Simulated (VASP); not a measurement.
## TaVN2: single point with PBE

Crystal: TaVN2.

```
Ta V N
1.0
     2.98761    0.00000    0.00000
     0.00000    2.98761    0.00000
     0.00000    0.00000    4.20836
Ta V N
1 1 2
Direct
  0.00000 0.00000 0.00000
  0.50000 0.50000 0.50000
  0.50000 0.50000 0.00000
  0.00000 0.00000 0.50000
```

```
Program             : VASP 6.6.1
Task                : single point
Functional          : PBE
Potentials or basis : VASP PAW PBE potentials, release 64 (Ta_pv, V_sv, N)
Cutoff              : 520 eV
k mesh              : 9 × 9 × 6
Occupations         : fermi-dirac, width 0.05 eV
Spin                : collinear spin, ferromagnetic start
Starting moments    : [0.0, 2.0, 0.0, 0.0] μB
```

```json
{
 "Pressure": "19.5 GPa",
 "Band gap on the k mesh": "zero (filled and empty bands overlap)",
 "Net moment": "0.00 μB per cell",
 "Valence electrons inside the program's atomic spheres": "Ta 9.10; V 11.66; N 3.83, 3.78"
}
```

Stress tensor (GPa, compression positive):
```
20.34  0.00  0.00
 0.00 20.34  0.00
 0.00  0.00 17.90
```

Levels at points of the mesh, in eV from the Fermi level:
Spin up:
| k point | band 14 | band 15 | band 16 | band 17 | band 18 | band 19 | band 20 | band 21 |
| --- | --- | --- | --- | --- | --- | --- | --- | --- |
| (0.00, 0.00, 0.00) | -3.01 | -3.01 | -2.99 | -1.68 | -1.68 | -1.60 | -0.24 | -0.13 |
| (0.00, 0.00, 0.50) | -4.33 | -4.33 | -4.28 | -2.71 | 0.03 | 0.65 | 0.65 | 1.53 |
Spin down:
```
           k point  band 13  band 14  band 15  band 16  band 17  band 18  band 19  band 20  band 21  band 22
(0.00, 0.00, 0.00)    -4.21    -3.01    -3.01    -2.99    -1.68    -1.68    -1.60    -0.24    -0.13     1.90
(0.00, 0.00, 0.50)    -4.40    -4.33    -4.33    -4.28    -2.71     0.03     0.65     0.65     1.53     2.29
```

It took 2.4 min on 1 thread of Intel Xeon 6975P-C, on a shared host, peak memory 0.24 GiB.

Caveat: spin-orbit coupling is left out, which moves the levels of the heavy elements. With open d or f shells a metallic result of PBE can be an artefact of self-interaction; +U or a hybrid may open a gap.
